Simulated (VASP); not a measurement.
# HfSiO4 (I4_1/amd) in VASP: further runs

The runs below take HfSiO4 through single point, relaxation of cell and atoms, with PBE.

All numbers are computed with VASP 6.6.1; they aren't measurements. Logs are shortened: lines on timing, memory, paths and dates and some standing lists are left out, and cuts for length are marked.

## (1) The cell of the first run

It takes space group I4_1/amd (No. 141, tetragonal). The conventional cell has a = 6.537 Å, b = 6.537 Å, c = 5.955 Å, α = 90.00°, β = 90.00°, γ = 90.00°. Within 2.8 Å of Hf (site symmetry -4m2) lie 8 O at 2.10 to 2.26 Å. Si (site symmetry -4m2) has 4 O at 1.62 Å within 2.2 Å. O (site symmetry m) has 1 Si at 1.62 Å and 2 Hf at 2.10 to 2.26 Å within 2.3 Å.

## (2) Single point, PBE

File INCAR:

```
  PREC = Accurate
  ENCUT = 520
  EDIFF = 1E-6
  ISMEAR = -1
  SIGMA = 0.05
  LREAL = False
  LASPH = True
  NELM = 60
  ALGO = Normal
  ISIF = 2
  LWAVE = False
  LCHARG = True
  GGA = PE
  LELF = True
  LVHAR = True
  NBANDS = 50
```

File KPOINTS:

```
regular mesh
0
Gamma
  5 5 5
```

File POSCAR:

```
HfSiO4
1.0
   -3.2685824152      3.2685824152      2.9772722003
    3.2685824152     -3.2685824152      2.9772722003
    3.2685824152      3.2685824152     -2.9772722003
Hf Si O
2 2 8
Direct
    0.0000000000      0.0000000000      0.0000000000
    0.7500000000      0.2500000000      0.5000000000
    0.5000000000      0.5000000000      0.0000000000
    0.2500000000      0.7500000000      0.5000000000
    0.6805505169      0.4948572353      0.8143067184
    0.2448572353      0.9305505169      0.3143067184
    0.6805505169      0.8662437985      0.1856932816
    0.6162437985      0.9305505169      0.6856932816
    0.0694494831      0.3837562015      0.3143067184
    0.5051427647      0.3194494831      0.1856932816
    0.0694494831      0.7551427647      0.6856932816
    0.1337562015      0.3194494831      0.8143067184
```

Potentials or basis: VASP PAW PBE potentials, release 64 (Hf_pv, Si, O).

On the command line:

```sh
$ cat potpaw_PBE.64/Hf_pv/POTCAR potpaw_PBE.64/Si/POTCAR potpaw_PBE.64/O/POTCAR > POTCAR
$ mpirun -np 1 vasp_std > vasp.out
```

OUTCAR:

```text
PREC = Accurate
   ENCUT = 520
   EDIFF = 1E-6
   ISMEAR = -1
   LREAL = False
   LASPH = True
   NELM = 60
   ISIF = 2
   GGA = PE

 ion  position               nearest neighbor table
   1  0.000  0.000  0.000-   8 2.10   9 2.10   6 2.10  11 2.10  10 2.26   5 2.26  12 2.26   7 2.26
                             3 2.98   3 2.98   2 3.59   2 3.59   2 3.59   2 3.59
   2  0.750  0.250  0.500-   7 2.10  12 2.10  10 2.10   5 2.10  11 2.26   6 2.26   9 2.26   8 2.26
                             4 2.98   4 2.98   1 3.59   1 3.59   1 3.59   1 3.59
   3  0.500  0.500  0.000-   5 1.62  10 1.62   7 1.62  12 1.62   1 2.98   1 2.98
   4  0.250  0.750  0.500-   6 1.62  11 1.62   9 1.62   8 1.62   2 2.98   2 2.98
   5  0.681  0.495  0.814-   3 1.62   2 2.10   1 2.26
   6  0.245  0.931  0.314-   4 1.62   1 2.10   2 2.26
   7  0.681  0.866  0.186-   3 1.62   2 2.10   1 2.26
   8  0.616  0.931  0.686-   4 1.62   1 2.10   2 2.26
   9  0.069  0.384  0.314-   4 1.62   1 2.10   2 2.26
  10  0.505  0.319  0.186-   3 1.62   2 2.10   1 2.26
  11  0.069  0.755  0.686-   4 1.62   1 2.10   2 2.26
  12  0.134  0.319  0.814-   3 1.62   2 2.10   1 2.26

  LATTYP: Found a body centered tetragonal cell.
 ALAT       =     6.5371648304
 C/A-ratio  =     0.9108756709

  Lattice vectors:

 A1 = (  -3.2685824152,   3.2685824152,   2.9772722003)
 A2 = (   3.2685824152,  -3.2685824152,   2.9772722003)
 A3 = (   3.2685824152,   3.2685824152,  -2.9772722003)

Analysis of symmetry for initial positions (statically):
=====================================================================
 Subroutine PRICEL returns:
 Original cell was already a primitive cell.

 Routine SETGRP: Setting up the symmetry group for a
 body centered tetragonal supercell.

 Subroutine GETGRP returns: Found 16 space group operations
 (whereof  8 operations were pure point group operations)
 out of a pool of 16 trial point group operations.

The static configuration has the point symmetry D_2d.
 The point group associated with its full space group is D_4h.

Analysis of symmetry for dynamics (positions and initial velocities):
=====================================================================
 Subroutine PRICEL returns:
 Original cell was already a primitive cell.

 Routine SETGRP: Setting up the symmetry group for a
 body centered tetragonal supercell.

 Subroutine GETGRP returns: Found 16 space group operations
 (whereof  8 operations were pure point group operations)
 out of a pool of 16 trial point group operations.

The dynamic configuration has the point symmetry D_2d.
 The point group associated with its full space group is D_4h.

 Subroutine INISYM returns: Found 16 space group operations
 (whereof  8 operations are pure point group operations),
 and found     1 'primitive' translations

----------------------------------------------------------------------------------------

                                     Primitive cell

  volume of cell :     127.2323

  direct lattice vectors                    reciprocal lattice vectors
    -3.268582415  3.268582415  2.977272200     0.000000000  0.152971514  0.167938961
     3.268582415 -3.268582415  2.977272200     0.152971514  0.000000000  0.167938961
     3.268582415  3.268582415 -2.977272200     0.152971514  0.152971514  0.000000000

  length of vectors
     5.498309901  5.498309901  5.498309901     0.227164651  0.227164651  0.216334389

  position of ions in fractional coordinates (direct lattice)
     0.000000000  0.000000000  0.000000000
     0.750000000  0.250000000  0.500000000
     0.500000000  0.500000000  0.000000000
     0.250000000  0.750000000  0.500000000
     0.680550517  0.494857235  0.814306718
     0.244857235  0.930550517  0.314306718
     0.680550517  0.866243799  0.185693282
     0.616243799  0.930550517  0.685693282
     0.069449483  0.383756201  0.314306718
     0.505142765  0.319449483  0.185693282
     0.069449483  0.755142765  0.685693282
     0.133756201  0.319449483  0.814306718

  ion indices of the primitive-cell ions
   primitive index   ion index
                 1           1
                 2           2
                 3           3
                 4           4
                 5           5
                 6           6
                 7           7
                 8           8
                 9           9
                10          10
                11          11
                12          12

----------------------------------------------------------------------------------------

 KPOINTS: regular mesh

Automatic generation of k-mesh.
 Grid dimensions read from file:
 generate k-points for:    5    5    5

 Generating k-lattice:

  Cartesian coordinates                     Fractional coordinates (reciprocal lattice)
     0.000000000  0.030594303  0.033587792     0.200000000 -0.000000000  0.000000000
     0.030594303  0.000000000  0.033587792    -0.000000000  0.200000000  0.000000000
     0.030594303  0.030594303  0.000000000     0.000000000  0.000000000  0.200000000

  Length of vectors
     0.045432930  0.045432930  0.043266878

  Shift w.r.t. Gamma in fractional coordinates (k-lattice)
     0.000000000  0.000000000  0.000000000

 Subroutine IBZKPT returns following result:
 ===========================================

 Found     18 irreducible k-points:

 Following reciprocal coordinates:
            Coordinates               Weight
  0.000000  0.000000  0.000000      1.000000
  0.200000  0.000000  0.000000      8.000000
  0.400000  0.000000  0.000000      8.000000
  0.200000  0.200000  0.000000      8.000000
  0.400000  0.200000  0.000000     16.000000
 -0.400000  0.200000  0.000000     16.000000
[... 10 lines left out ...]
 -0.400000  0.400000  0.400000      4.000000
 -0.400000 -0.400000  0.400000      2.000000
   k-points           NKPTS =     18   k-points in BZ     NKDIM =     18   number of bands    NBANDS=     50
   number of dos      NEDOS =    301   number of ions     NIONS =     12
   total plane-waves  NPLWV =  74088
   dimension x,y,z NGX =    42 NGY =   42 NGZ =   42
   dimension x,y,z NGXF=    84 NGYF=   84 NGZF=   84
   ions per type =               2   2   8
   NGX,Y,Z   is equivalent  to a cutoff of  12.70, 12.70, 12.70 a.u.
   NGXF,Y,Z  is equivalent  to a cutoff of  25.40, 25.40, 25.40 a.u.
 SYSTEM =  unknown system
   PREC   = accura    normal or accurate (medium, high low for compatibility)
   ISTART =      0    job   : 0-new  1-cont  2-samecut
   ICHARG =      2    charge: 1-file 2-atom 10-const
   ISPIN  =      1    spin polarized calculation?
   LNONCOLLINEAR =      F non collinear calculations
   LSORBIT =      F    spin-orbit coupling
   LASPH  =      T    aspherical Exc in radial PAW
   ENCUT  =  520.0 eV  38.22 Ry    6.18 a.u.  10.22 10.22 10.22*2*pi/ulx,y,z
   NELM   =     60;   NELMIN=  2; NELMDL= -5     # of ELM steps
   EDIFF  = 0.1E-05   stopping-criterion for ELM
   LREAL  =      F    real-space projection
   EDIFFG = 0.1E-04   stopping-criterion for IOM
   NSW    =      0    number of steps for IOM
   IBRION =     -1    ionic relax: 0-MD 1-quasi-New 2-CG
   NFREE  =      0    steps in history (QN), initial steepest desc. (CG)
   ISIF   =      2    stress and relaxation
   ISYM   =      2    0-nonsym 1-usesym 2-fastsym
   POTIM  = 0.5000    time-step for ionic-motion
   TEBEG  =    0.0;   TEEND  =   0.0 temperature during run
   PSTRESS=    0.0 pullay stress
   NELECT =      76.0000    total number of electrons
   NUPDOWN=      -1.0000    fix difference up-down
   EMIN   =  10.00;   EMAX   =-10.00  energy-range for DOS
   EFERMI =   0.00;   METHOD = LEGACY
   ISMEAR =    -1;   SIGMA  =   0.05  broadening in eV -4-tet -1-fermi 0-gaus
   EFERMI_NEDOS =   21; number of points for ismear=-14 and -15
   IALGO  =     38    algorithm
   IMIX   =      4    mixing-type and parameters
     AMIX     =   0.40;   BMIX     =  1.00
     AMIX_MAG =   1.60;   BMIX_MAG =  1.00
  volume/ion in A,a.u.               =      10.60        71.55
  Fermi-wavevector in a.u.,A,eV,Ry     =   1.378733  2.605428 25.863385  1.900905
  Thomas-Fermi vector in A             =   2.503768
   LORBIT       =      0    0 simple, 1 ext, 2 COOP (PROOUT), +10 PAW based schemes
   GGA     = PE    functional components
   LHFCALC =     F    Hartree Fock is set to
   AEXX    =    0.0000 exact exchange contribution
   IVDW    =     0    specifies the selected vdW correction
   LEPSILON=     F    determine dielectric tensor
   LRPA    =     F    only Hartree local field effects (RPA)
 non-spin polarized calculation
  energy-cutoff  :      520.00
  volume of cell :      127.23
 maximum number of plane-waves:      3439
 NGX is ok and might be reduce to    42
   NGX = 21   NGY = 21   NGZ = 21

 number of electron      75.9999991 magnetization

 Free energy of the ion-electron system (eV)
  ---------------------------------------------------
  ext. energy  EPLUGINS =         0.00000000
  ---------------------------------------------------
  free energy    TOTEN  =      -108.54968780 eV

  energy without entropy =     -108.54968780  energy(sigma->0) =     -108.54968780

 E-fermi :   4.5049     XC(G=0): -11.1610

 val. band max:        3.4205867037   @ k =   0.0000   0.0000   0.0000
 cond. band min:       8.9178501189   @ k =   0.2000   0.2000   0.2000
 fundamental gap:      5.4972634152
 Fermi energy:         4.5049470312

 k-point     1 :       0.0000    0.0000    0.0000
  band No.  band energies     occupation
      1     -25.8272      2.00000
      2     -25.8272      2.00000
      3     -25.7450      2.00000
      4     -25.7314      2.00000
      5     -25.6356      2.00000
      6     -25.6356      2.00000
[... 42 lines left out ...]
     49      12.8231      0.00000
     50      13.3277      0.00000
[... 899 lines left out ...]
     49      13.0818      0.00000
     50      13.1316      0.00000

------------------------ aborting loop because EDIFF is reached ----------------------------------------

  FORCE on cell =-STRESS in cart. coord.  units (eV):
  Direction    XX          YY          ZZ          XY          YZ          ZX
  --------------------------------------------------------------------------------------
  -------------------------------------------------------------------------------------
  Total        6.4516997      6.4516997      6.7547665      0.0000000     -0.0000000      0.0000000
  in kB       81.2432542     81.2432542     85.0596339      0.0000000     -0.0000000      0.0000000
  external PRESSURE =      82.5153808 kB  Pullay stress =       0.0000000 kB

 VOLUME and BASIS-vectors are now :
 -----------------------------------------------------------------------------
  energy-cutoff  :      520.00
  volume of cell :      127.23
      direct lattice vectors                 reciprocal lattice vectors
    -3.268582415  3.268582415  2.977272200     0.000000000  0.152971514  0.167938961
     3.268582415 -3.268582415  2.977272200     0.152971514  0.000000000  0.167938961
     3.268582415  3.268582415 -2.977272200     0.152971514  0.152971514  0.000000000

 POSITION                                       TOTAL-FORCE (eV/Angst)
 -----------------------------------------------------------------------------------
      0.00000      0.00000      0.00000        -0.000000      0.000000      0.000000
      0.00000      3.26858      1.48864        -0.000000      0.000000     -0.000000
      0.00000      0.00000      2.97727        -0.000000      0.000000     -0.000000
      3.26858      0.00000      1.48864        -0.000000      0.000000     -0.000000
      2.05467      3.26858      1.07510        -0.141325      0.000000      0.141145
      3.26858     -1.21391      2.56373        -0.000000     -0.141325      0.141145
      1.21391      0.00000      4.05237         0.141325      0.000000      0.141145
      3.26858      1.21391      2.56373         0.000000      0.141325      0.141145
      2.05467      0.00000      0.41354        -0.141325     -0.000000     -0.141145
      0.00000      1.21391      1.90218         0.000000      0.141325     -0.141145
      4.48249      0.00000      0.41354         0.141325      0.000000     -0.141145
      3.26858      2.05467     -1.07510        -0.000000     -0.141325     -0.141145
 -----------------------------------------------------------------------------------
    total drift:                               -0.000000     -0.000000      0.000000

  FREE ENERGIE OF THE ION-ELECTRON SYSTEM (eV)
  ---------------------------------------------------
  free  energy   TOTEN  =      -108.5496878023 eV

  energy  without entropy=     -108.5496878023  energy(sigma->0) =     -108.54968780
```

It took 89 s on 1 thread of Intel Xeon Platinum 8488C (Sapphire Rapids), shared host; peak memory 0.3 GiB.

What came out:

| Item | Value |
| --- | --- |
| Free energy | -108.5497 eV |
| Pressure | 8.3 GPa |
| Largest force | 0.200 eV/Å |
| Band gap on the k mesh | 5.50 eV (least direct gap 5.89 eV) |

Forces in eV/Å, atoms in the order of the input:
```
Hf   0.000  0.000  0.000
Hf   0.000  0.000  0.000
Si   0.000  0.000  0.000
Si   0.000  0.000  0.000
O   -0.141  0.000  0.141
O    0.000 -0.141  0.141
O    0.141  0.000  0.141
O    0.000  0.141  0.141
O   -0.141  0.000 -0.141
O    0.000  0.141 -0.141
O    0.141  0.000 -0.141
O    0.000 -0.141 -0.141
```

Caveat: the cell stands under pressure; spin-orbit coupling is left out, which moves the levels of the heavy elements; an odd mesh through Γ misses points on the zone boundary, where band edges can lie.

## (3) Relaxation of cell and atoms, PBE, target pressure 10 GPa, at which the enthalpy is minimised

This run uses another cell than the first one, of 10.73 Å³/atom.

File INCAR:

```
PREC = Accurate
ENCUT = 600
EDIFF = 1E-7
ISMEAR = -1
SIGMA = 0.05
LREAL = False
LASPH = True
NELM = 100
ALGO = Normal
ISIF = 3
LWAVE = False
LCHARG = False
GGA = PE
IBRION = 2
NSW = 60
EDIFFG = -0.01
PSTRESS = 100.0
```

File KPOINTS:

```
Automatic mesh
0
Gamma
  5 5 5
```

File POSCAR:

```
HfSiO4
1.0
   -3.2862500000      3.2862500000      2.9816000000
    3.2862500000     -3.2862500000      2.9816000000
    3.2862500000      3.2862500000     -2.9816000000
Hf Si O
2 2 8
Direct
    0.0000000000      0.0000000000      0.0000000000
    0.7500000000      0.2500000000      0.5000000000
    0.5000000000      0.5000000000      0.0000000000
    0.2500000000      0.7500000000      0.5000000000
    0.6802000000      0.4957000000      0.8155000000
    0.2457000000      0.9302000000      0.3155000000
    0.6802000000      0.8647000000      0.1845000000
    0.6147000000      0.9302000000      0.6845000000
    0.0698000000      0.3853000000      0.3155000000
    0.5043000000      0.3198000000      0.1845000000
    0.0698000000      0.7543000000      0.6845000000
    0.1353000000      0.3198000000      0.8155000000
```

Potentials or basis: VASP PAW PBE potentials, release 64 (Hf_pv, Si, O).

On the command line:

```sh
$ cat potpaw_PBE.64/Hf_pv/POTCAR potpaw_PBE.64/Si/POTCAR potpaw_PBE.64/O/POTCAR > POTCAR
$ mpirun -np 1 vasp_std > vasp.out
```

It took 9.7 min on 1 thread of Intel Xeon Platinum 8488C (Sapphire Rapids), shared host; peak memory 0.41 GiB.

It converged, with:

```
Free energy                                                : -108.5236 eV
Relaxed volume                                             : 10.51 Å³/atom
Relaxed cell                                               : a = 5.482 Å, b = 5.482 Å, c = 5.482 Å, α = 107.09°, β = 107.09°, γ = 114.34°
Space group after relaxing (to 0.1 Å)                      : I4_1/amd (No. 141)
Energy change on relaxing (the run minimises the enthalpy) : +8.4 meV/atom
Ionic steps                                                : 9
Pressure after relaxing                                    : 10.0 GPa
Largest force after relaxing                               : 0.006 eV/Å
Band gap on the k mesh                                     : 5.57 eV (least direct gap 5.97 eV)
```

Forces on the atoms (eV/Å):
```
Hf   0.000  0.000  0.000
Hf   0.000  0.000  0.000
Si   0.000  0.000  0.000
Si   0.000  0.000  0.000
O   -0.006  0.000 -0.003
O    0.000 -0.006 -0.003
O    0.006  0.000 -0.003
O    0.000  0.006 -0.003
O   -0.006  0.000  0.003
O    0.000  0.006  0.003
O    0.006  0.000  0.003
O    0.000 -0.006  0.003
```

Step by step:
```csv
step,energy change (eV),largest force (eV/Å),pressure (GPa),volume (Å³)
1,0.0000,0.5262,5.52,128.80
2,0.3609,0.6258,15.72,123.28
3,0.1016,0.0248,10.07,126.13
4,0.1049,0.0231,10.16,126.08
5,0.1000,0.0443,9.90,126.14
6,0.0999,0.0452,9.89,126.14
7,0.1063,0.0600,10.20,126.04
8,0.1026,0.0128,10.03,126.10
9,0.1013,0.0063,9.98,126.12
```

Final structure:
```
Hf Si O
1.0
    -3.25709    3.25709    2.97202
     3.25709   -3.25709    2.97202
     3.25709    3.25709   -2.97202
Hf Si O
2 2 8
Direct
  0.00000 0.00000 0.00000
  0.75000 0.25000 0.50000
  0.50000 0.50000 0.00000
  0.25000 0.75000 0.50000
  0.68121 0.49512 0.81391
  0.24512 0.93121 0.31391
  0.68121 0.86730 0.18609
  0.61730 0.93121 0.68609
  0.06879 0.38270 0.31391
  0.50488 0.31879 0.18609
  0.06879 0.75488 0.68609
  0.13270 0.31879 0.81391
```

Levels at points of the mesh, in eV from the valence-band top:
```csv
k point,band 36,band 37,band 38,band 39,band 40,band 41
"(0.00, 0.00, 0.00)",-0.55,-0.55,0.00,6.00,6.29,6.33
```

Caveat: the cell is relaxed towards a set pressure, so the run minimises the enthalpy, not the energy; spin-orbit coupling is left out, which moves the levels of the heavy elements; an odd mesh through Γ misses points on the zone boundary, where band edges can lie.
